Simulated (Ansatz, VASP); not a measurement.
**One calculation of Sb, two programs**

Contents of INCAR:

```
SYSTEM = Sb
  PREC = Accurate
  ENCUT = 500
  EDIFF = 1E-6
  ISMEAR = 0
  SIGMA = 0.1
  LREAL = .FALSE.
  LASPH = .TRUE.
  NELM = 120
  ALGO = Normal
  ISIF = 2
  LWAVE = .FALSE.
  LCHARG = .FALSE.
  GGA = PS
  NBANDS = 12
  GGA_COMPAT = .FALSE.
```

File KPOINTS:

```
Automatic mesh
0
G
  6 4 4
  0 0 0
```

Contents of POSCAR:

```
Sb
1.0
    3.0635165994      0.0000000000      0.0057759536
    0.0000000000      4.3269738352      0.0000000000
   -0.0300309671      0.0000000000      4.3261808754
Sb
2
Direct
    0.9999766341      0.7500000000      0.7500020996
    0.0000233659      0.2500000000      0.2499979004
```

Input for Ansatz:

```yaml
crystal:
  lattice:
    - [3.0635165994, 0.0, 0.0057759536]
    - [0.0, 4.3269738352, 0.0]
    - [-0.0300309671, 0.0, 4.3261808754]
  atoms:
    - { symbol: Sb, position: [0.9999766341, 0.75, 0.7500020996] }
    - { symbol: Sb, position: [2.33659e-05, 0.25, 0.2499979004] }
basis:
  ecutwfc: 420
kpoints:
  mp_grid: { grid: [6, 4, 4] }
hamiltonian:
  xc: pbesol
  pseudopotentials: { kind: paw, azcp: { folder: soft_1 } }
scf:
  occupations: { method: gaussian, width: 0.1 }
output:
  forces: true
  stress: true
  eigenvalues: true
```

Alike in both runs: task single point; functional PBEsol; k mesh 6 × 4 × 4; occupations gaussian, width 0.1 eV; no spin polarisation.

|  | VASP | Ansatz |
| --- | --- | --- |
| version | VASP 6.6.1 | Ansatz 0.2.0 |
| potentials or method | VASP PAW PBE potentials, release 64 (Sb), cutoff 500 eV | scalar-relativistic, plane waves, PAW |
| valence electrons in the cell | 10 | 30 |

```tsv
	VASP	Ansatz	Ansatz less VASP
gap on the k mesh at the Fermi level (eV)	none	none	-
pressure (GPa)	0.7	0.5	-0.12
traceless stress, the component that is largest in VASP (GPa)	-3.11	-3.12	-0.010
```

VASP's potentials were made for PBE, not for PBEsol, and Ansatz warns of the same on its side. A gap of «none» marks a metal or a gap that the smearing closes. VASP's potentials hold 10 valence electrons a cell and Ansatz's 30, so a difference there can come from the potentials and not from the codes.

The k mesh is coarse, so the values compare programs but aren't converged. Neither program's run includes spin-orbit coupling.
